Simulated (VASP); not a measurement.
# Au (C2/c) in VASP: single point with PBEsol

Aim: the single point of Au with PBEsol.

All numbers are computed with VASP 6.6.1; they aren't measurements. Logs are shortened: lines on timing, memory, paths and dates and some standing lists are left out, and cuts for length are marked.

## (1) The cell of the first run

The typed cell holds 2 atoms: a = 4.541 Å, b = 4.541 Å, c = 2.711 Å, α = 90.02°, β = 90.02°, γ = 146.05°.

## (2) Single point, PBEsol (15.61 Å³/atom)

Input file INCAR:

```
SYSTEM = Au
PREC = Accurate ; ENCUT = 520
EDIFF = 1E-6 ; ISMEAR = -1
SIGMA = 0.1 ; LREAL = .False.
LASPH = .True. ; NELM = 80
ALGO = Normal ; ISIF = 2
LWAVE = .False. ; LCHARG = .False.
GGA = PS ; NBANDS = 18
```

Input file KPOINTS:

```
Automatic mesh
0
Gamma
  13 13 13
  0 0 0
```

Input file POSCAR:

```
Au
1.0
   -2.8741339230      3.2685238123      1.2961326035
    3.2685238123     -2.8741339230      1.2961326035
    1.8737613738      1.8737613738     -0.5738067988
Au
2
Direct
    0.0074271935      0.9925728065      0.0000000000
    0.7425728065      0.2574271935      0.5000000000
```

Potentials or basis: VASP PAW PBE potentials, release 64 (Au).

The run is started by

```console
$ cat potpaw_PBE.64/Au/POTCAR > POTCAR
$ mpirun -np 1 vasp_std > vasp.out
```

OUTCAR:

```text
SYSTEM = Au
   PREC = Accurate
   ENCUT = 520
   EDIFF = 1E-6
   ISMEAR = -1
   LREAL = .False.
   LASPH = .True.
   NELM = 80
   ISIF = 2
   GGA = PS

 ion  position               nearest neighbor table
   1  0.007  0.993  0.000-   2 2.67   2 2.67   2 2.79   2 2.79   2 2.79   2 2.79
   2  0.743  0.257  0.500-   1 2.67   1 2.67   1 2.79   1 2.79   1 2.79   1 2.79

  LATTYP: Found a base centered monoclinic cell.
 ALAT       =     2.6515892731
 B/A-ratio  =     3.2761596853
 C/A-ratio  =     1.0225237078
 COS(beta)  =    -0.0013178382

  Lattice vectors:

 A1 = (  -2.8741339230,   3.2685238123,   1.2961326035)
 A2 = (   3.2685238123,  -2.8741339230,   1.2961326035)
 A3 = (   1.8737613738,   1.8737613738,  -0.5738067988)

Analysis of symmetry for initial positions (statically):
=====================================================================
 Subroutine PRICEL returns:
 Original cell was already a primitive cell.

 Routine SETGRP: Setting up the symmetry group for a
 base centered monoclinic supercell.

 Subroutine GETGRP returns: Found  4 space group operations
 (whereof  2 operations were pure point group operations)
 out of a pool of  4 trial point group operations.

The static configuration has the point symmetry C_2 .
 The point group associated with its full space group is C_2h.

Analysis of symmetry for dynamics (positions and initial velocities):
=====================================================================
 Subroutine PRICEL returns:
 Original cell was already a primitive cell.

 Routine SETGRP: Setting up the symmetry group for a
 base centered monoclinic supercell.

 Subroutine GETGRP returns: Found  4 space group operations
 (whereof  2 operations were pure point group operations)
 out of a pool of  4 trial point group operations.

The dynamic configuration has the point symmetry C_2 .
 The point group associated with its full space group is C_2h.

 Subroutine INISYM returns: Found  4 space group operations
 (whereof  2 operations are pure point group operations),
 and found     1 'primitive' translations

----------------------------------------------------------------------------------------

                                     Primitive cell

  volume of cell :      31.2268

  direct lattice vectors                    reciprocal lattice vectors
    -2.874133923  3.268523812  1.296132604    -0.024960828  0.137835154  0.368590183
     3.268523812 -2.874133923  1.296132604     0.137835154 -0.024960828  0.368590183
     1.873761374  1.873761374 -0.573806799     0.254964031  0.254964031 -0.077580979

  length of vectors
     4.541349298  4.541349298  2.711312895     0.394309898  0.394309898  0.368825328

  position of ions in fractional coordinates (direct lattice)
     0.007427193  0.992572807  1.000000000
     0.742572807  0.257427193  0.500000000

  ion indices of the primitive-cell ions
   primitive index   ion index
                 1           1
                 2           2

----------------------------------------------------------------------------------------

 KPOINTS: Automatic mesh

Automatic generation of k-mesh.
 Grid dimensions read from file:
 generate k-points for:   13   13   13

 Generating k-lattice:

  Cartesian coordinates                     Fractional coordinates (reciprocal lattice)
    -0.001920064  0.010602704  0.028353091     0.076923077  0.000000000  0.000000000
     0.010602704 -0.001920064  0.028353091     0.000000000  0.076923077  0.000000000
     0.019612618  0.019612618 -0.005967768     0.000000000  0.000000000  0.076923077

  Length of vectors
     0.030331531  0.030331531  0.028371179

  Shift w.r.t. Gamma in fractional coordinates (k-lattice)
     0.000000000  0.000000000  0.000000000

 Subroutine IBZKPT returns following result:
 ===========================================

 Found    595 irreducible k-points:

 Following reciprocal coordinates:
            Coordinates               Weight
  0.000000  0.000000  0.000000      1.000000
  0.076923 -0.000000  0.000000      4.000000
  0.153846 -0.000000  0.000000      4.000000
  0.230769 -0.000000  0.000000      4.000000
  0.307692 -0.000000  0.000000      4.000000
  0.384615  0.000000  0.000000      4.000000
[... 16 lines left out ...]
  0.384615  0.153846  0.000000      4.000000
  0.461538  0.153846  0.000000      4.000000
 [... further k-points ...]
   k-points           NKPTS =    595   k-points in BZ     NKDIM =    595   number of bands    NBANDS=     18
   number of dos      NEDOS =    301   number of ions     NIONS =      2
   total plane-waves  NPLWV =  25920
   dimension x,y,z NGX =    36 NGY =   36 NGZ =   20
   dimension x,y,z NGXF=    72 NGYF=   72 NGZF=   40
   ions per type =               2
   NGX,Y,Z   is equivalent  to a cutoff of  13.18, 13.18, 12.26 a.u.
   NGXF,Y,Z  is equivalent  to a cutoff of  26.36, 26.36, 24.53 a.u.
 SYSTEM =  Au
   PREC   = accura    normal or accurate (medium, high low for compatibility)
   ISTART =      0    job   : 0-new  1-cont  2-samecut
   ICHARG =      2    charge: 1-file 2-atom 10-const
   ISPIN  =      1    spin polarized calculation?
   LNONCOLLINEAR =      F non collinear calculations
   LSORBIT =      F    spin-orbit coupling
   LASPH  =      T    aspherical Exc in radial PAW
   ENCUT  =  520.0 eV  38.22 Ry    6.18 a.u.   8.44  8.44  5.04*2*pi/ulx,y,z
   NELM   =     80;   NELMIN=  2; NELMDL= -5     # of ELM steps
   EDIFF  = 0.1E-05   stopping-criterion for ELM
   LREAL  =      F    real-space projection
   EDIFFG = 0.1E-04   stopping-criterion for IOM
   NSW    =      0    number of steps for IOM
   IBRION =     -1    ionic relax: 0-MD 1-quasi-New 2-CG
   NFREE  =      0    steps in history (QN), initial steepest desc. (CG)
   ISIF   =      2    stress and relaxation
   ISYM   =      2    0-nonsym 1-usesym 2-fastsym
   POTIM  = 0.5000    time-step for ionic-motion
   TEBEG  =    0.0;   TEEND  =   0.0 temperature during run
   PSTRESS=    0.0 pullay stress
   NELECT =      22.0000    total number of electrons
   NUPDOWN=      -1.0000    fix difference up-down
   EMIN   =  10.00;   EMAX   =-10.00  energy-range for DOS
   EFERMI =   0.00;   METHOD = LEGACY
   ISMEAR =    -1;   SIGMA  =   0.10  broadening in eV -4-tet -1-fermi 0-gaus
   EFERMI_NEDOS =   21; number of points for ismear=-14 and -15
   IALGO  =     38    algorithm
   IMIX   =      4    mixing-type and parameters
     AMIX     =   0.40;   BMIX     =  1.00
     AMIX_MAG =   1.60;   BMIX_MAG =  1.00
  volume/ion in A,a.u.               =      15.61       105.36
  Fermi-wavevector in a.u.,A,eV,Ry     =   1.456711  2.752785 28.871663  2.122007
  Thomas-Fermi vector in A             =   2.573597
   LORBIT       =      0    0 simple, 1 ext, 2 COOP (PROOUT), +10 PAW based schemes
   GGA     = PS    functional components
   LHFCALC =     F    Hartree Fock is set to
   AEXX    =    0.0000 exact exchange contribution
   IVDW    =     0    specifies the selected vdW correction
   LEPSILON=     F    determine dielectric tensor
   LRPA    =     F    only Hartree local field effects (RPA)
 non-spin polarized calculation
  energy-cutoff  :      520.00
  volume of cell :       31.23
 maximum number of plane-waves:       856
 NGX is ok and might be reduce to    36
   NGX = 17   NGY = 17   NGZ = 11

 number of electron      21.9999998 magnetization

 Free energy of the ion-electron system (eV)
  ---------------------------------------------------
  ext. energy  EPLUGINS =         0.00000000
  ---------------------------------------------------
  free energy    TOTEN  =        -7.38030227 eV

  energy without entropy =       -7.36334869  energy(sigma->0) =       -7.37182548

 E-fermi :  10.7335     XC(G=0): -13.3625

 val. band max:       10.7261279359   @ k =  -0.1538   0.4615   0.0769
 cond. band min:      10.7364278862   @ k =   0.0769  -0.0000   0.0000
 fundamental gap:      0.0102999504
 Fermi energy:        10.7335153238

 k-point     1 :       0.0000    0.0000    0.0000
  band No.  band energies     occupation
      1      -0.1080      2.00000
      2       2.6000      2.00000
      3       3.3962      2.00000
      4       4.1109      2.00000
      5       5.5176      2.00000
      6       6.1892      2.00000
[... 10 lines left out ...]
     17      27.8535      0.00000
     18      28.9877      0.00000

 k-point     2 :       0.0769   -0.0000    0.0000
  band No.  band energies     occupation
      1       0.0655      2.00000
      2       2.6756      2.00000
      3       3.5583      2.00000
      4       4.2468      2.00000
      5       5.5576      2.00000
      6       6.1861      2.00000
[... 10 lines left out ...]
     17      26.3890      0.00000
     18      30.1467      0.00000

 k-point     3 :       0.1538   -0.0000    0.0000
  band No.  band energies     occupation
      1       0.5532      2.00000
      2       2.8640      2.00000
      3       4.0160      2.00000
      4       4.6510      2.00000
      5       5.6677      2.00000
      6       6.1729      2.00000
[... 10 lines left out ...]
     17      26.6986      0.00000
     18      30.3217      0.00000

 k-point     4 :       0.2308   -0.0000    0.0000
  band No.  band energies     occupation
      1       1.2484      2.00000
      2       3.1017      2.00000
      3       4.6366      2.00000
      4       4.9614      2.00000
      5       5.6436      2.00000
      6       5.8167      2.00000
[... 375 lines left out ...]
      4       5.1831      2.00000
      5       5.8039      2.00000
      6       5.8945      2.00000
[... 10 lines left out ...]
     17      27.5413      0.00000
     18      29.1917      0.00000

 k-point    23 :       0.3846    0.1538    0.0000
  band No.  band energies     occupation
      1       2.6564      2.00000
      2       3.3346      2.00000
      3       4.4793      2.00000
      4       5.3444      2.00000
      5       5.9035      2.00000
      6       5.9665      2.00000
[... 10 lines left out ...]
     17      27.0400      0.00000
     18      28.4359      0.00000

 k-point    24 :       0.4615    0.1538    0.0000
  band No.  band energies     occupation
      1       2.6875      2.00000
      2       3.1844      2.00000
      3       4.4632      2.00000
      4       5.3846      2.00000
      5       5.9806      2.00000
      6       6.1199      2.00000
[... 10 lines left out ...]
     17      27.7171      0.00000
     18      28.0834      0.00000

 [... further k-points ...]

------------------------ aborting loop because EDIFF is reached ----------------------------------------

  FORCE on cell =-STRESS in cart. coord.  units (eV):
  Direction    XX          YY          ZZ          XY          YZ          ZX
  --------------------------------------------------------------------------------------
  -------------------------------------------------------------------------------------
  Total        5.7842773      5.7842773      5.5179572     -0.1801066     -0.0139005     -0.0139005
  in kB      296.7787842    296.7787842    283.1144745     -9.2408826     -0.7132035     -0.7132040
  external PRESSURE =     292.2240143 kB  Pullay stress =       0.0000000 kB

 VOLUME and BASIS-vectors are now :
 -----------------------------------------------------------------------------
  energy-cutoff  :      520.00
  volume of cell :       31.23
      direct lattice vectors                 reciprocal lattice vectors
    -2.874133923  3.268523812  1.296132604    -0.024960828  0.137835154  0.368590183
     3.268523812 -2.874133923  1.296132604     0.137835154 -0.024960828  0.368590183
     1.873761374  1.873761374 -0.573806799     0.254964031  0.254964031 -0.077580979

 POSITION                                       TOTAL-FORCE (eV/Angst)
 -----------------------------------------------------------------------------------
      3.22290     -2.82851      1.29613         0.105517     -0.105517     -0.000000
     -0.35597      2.62412      1.00923        -0.105517      0.105517      0.000000
 -----------------------------------------------------------------------------------
    total drift:                               -0.000000      0.000000      0.000000

  FREE ENERGIE OF THE ION-ELECTRON SYSTEM (eV)
  ---------------------------------------------------
  free  energy   TOTEN  =        -7.3803022657 eV

  energy  without entropy=       -7.3633486879  energy(sigma->0) =       -7.37182548
```

Wall time 5.6 min (1 thread of Intel Xeon 8259CL, shared host); peak memory 0.39 GiB.

Results:

```yaml
Free_energy: -7.3803 eV
Pressure: 29.2 GPa
Largest_force: 0.149 eV/Å
Band_gap_on_the_k_mesh: zero (bands 11 and 12 overlap by 5.24 eV)
```

Forces on the atoms (eV/Å):
```
Au   0.106 -0.106  0.000
Au  -0.106  0.106  0.000
```

Stress tensor (GPa, compression positive):
```
29.68 -0.92 -0.07
-0.92 29.68 -0.07
-0.07 -0.07 28.31
```

Caveat: the cell stands under pressure; the PAW data sets were made with another functional, which shifts forces and pressure a little; spin-orbit coupling is left out, which moves the levels of the heavy elements.
